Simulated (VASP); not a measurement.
## Cu: single point with PBEsol

Cu:

```
Cu
1.0
     0.00000    1.86173    1.78039
     1.86173    0.00000    1.78039
     1.86173    1.86173    0.00000
Cu
1
Cartesian
  0.0000 0.0000 0.0000
```

This cell differs from its parent crystal: strain +0.030 along x and y, -0.015 along z.

```json
{"Program": "VASP 6.6.1", "Task": "single point", "Functional": "PBEsol", "Potentials or basis": "VASP PAW PBE potentials, release 64 (Cu)", "Cutoff": "520 eV", "k mesh": "22 × 22 × 22", "Occupations": "gaussian, width 0.15 eV", "Spin": "no spin polarisation", "Dipole correction": "no", "Further INCAR settings": "ALGO = Fast; EDIFF = 1e-06; NBANDS = 12"}
```

```json
{
 "Pressure": "-10.9 GPa"
}
```

Stress tensor (GPa, compression positive):
```
-11.59   0.00   0.00
  0.00 -11.59   0.00
  0.00   0.00  -9.62
```

Levels at points of the mesh, in eV from the Fermi level:
```tsv
k point	band 4	band 5	band 6	band 7	band 8	band 9
(0.00, 0.00, 0.00)	-2.75	-2.21	-2.01	22.28	24.50	24.50
(0.50, 0.00, 0.00)	-1.62	-1.53	-0.89	3.55	20.32	20.66
(0.50, 0.50, 0.00)	-1.43	-1.43	2.14	7.59	12.04	12.04
(0.50, 0.00, 0.50)	-1.51	-1.39	1.21	6.43	13.03	13.13
```

Wall time 50 s on 1 thread of Intel(R) Xeon(R) 6975P-C (Granite Rapids), with other jobs on the host, peak memory 0.22 GiB.

Caveat: the cell differs from its parent crystal (strain +0.030 along x and y, -0.015 along z); the PAW data sets were made with another functional, which shifts forces and pressure a little.
